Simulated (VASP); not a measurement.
Input of a VASP 6.6.1 run:

INCAR

```
PREC = Accurate ; ENCUT = 520
EDIFF = 1E-6 ; ISMEAR = -1
SIGMA = 0.05 ; LREAL = F
LASPH = T ; NELM = 100
ALGO = Fast ; ISIF = 2
LWAVE = F ; LCHARG = F
GGA = PE ; NBANDS = 20
```

File KPOINTS:

```
Automatic mesh
0
Gamma
  10 10 8
```

Contents of POSCAR:

```
Ga
1.0
    1.4596029289     -4.0919213144      0.0000000000
    1.4596029289      4.0919213144      0.0000000000
    0.0000000000      0.0000000000      3.1909939893
Ga
2
Direct
    0.1330000000      0.8670000000      0.7500000000
    0.8670000000      0.1330000000      0.2500000000
```

Potentials or basis: VASP PAW PBE potentials, release 64 (Ga_d).

Launch:

```bash
$ cat potpaw_PBE.64/Ga_d/POTCAR > POTCAR
$ mpirun -np 1 vasp_std > vasp.out
```

Problem. Predict the largest force.

Solution. 0.209 eV/Å.

Problem. What does it give for the pressure?

Solution. 0.5 GPa.

Forces on the atoms (eV/Å):
```
Ga   0.000 -0.209  0.000
Ga   0.000  0.209  0.000
```
